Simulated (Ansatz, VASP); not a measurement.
**HfZr2Se6: VASP beside Ansatz**

```xyz
9
Lattice="3.2818 1.8947 6.9415 -3.2818 1.8947 6.9415 0.0000 -3.7895 6.9415" Properties=species:S:1:pos:R:3 pbc="T T T"
Zr    0.0000    0.0000    6.9415
Zr    0.0000    0.0000   13.8829
Hf    0.0000    0.0000    0.0000
Se   -1.1083   -1.8948   12.3018
Se   -1.0868    1.9072   12.3018
Se    2.1951   -0.0125   12.3018
Se   -2.1951    0.0125    8.5226
Se    1.0868   -1.9072    8.5226
Se    1.1083    1.8948    8.5226
```

Alike in both runs: task single point; functional PBE; k mesh 6 × 6 × 6; occupations gaussian, width 0.02 eV; no spin polarisation.

|  | VASP | Ansatz |
| --- | --- | --- |
| version | VASP 6.6.1 | Ansatz 0.2.0 |
| potentials or method | VASP PAW PBE potentials, release 64 (Zr_sv, Hf_pv, Se), cutoff 520 eV | scalar-relativistic, plane waves, PAW |
| valence electrons in the cell | 70 | 146 |

Ansatz gave:

- gap on the k mesh at the Fermi level (eV): 0.45
- least direct gap on the mesh (eV): 1.21
- pressure (GPa): 0.0
- rms of the force components (eV/Å): 0.001

Question: Which values does VASP return?

Answer: gap on the k mesh at the Fermi level (eV): 0.45; least direct gap on the mesh (eV): 1.21; pressure (GPa): 0.0; rms of the force components (eV/Å): 0.014.

Atom by atom the forces differ by 0.013 eV/Å (rms over components). The functional is the same, so the differences come from potentials, cutoffs and numerics. VASP's potentials hold 70 valence electrons a cell and Ansatz's 146, so a difference there can come from the potentials and not from the codes.

Neither program's run includes spin-orbit coupling.
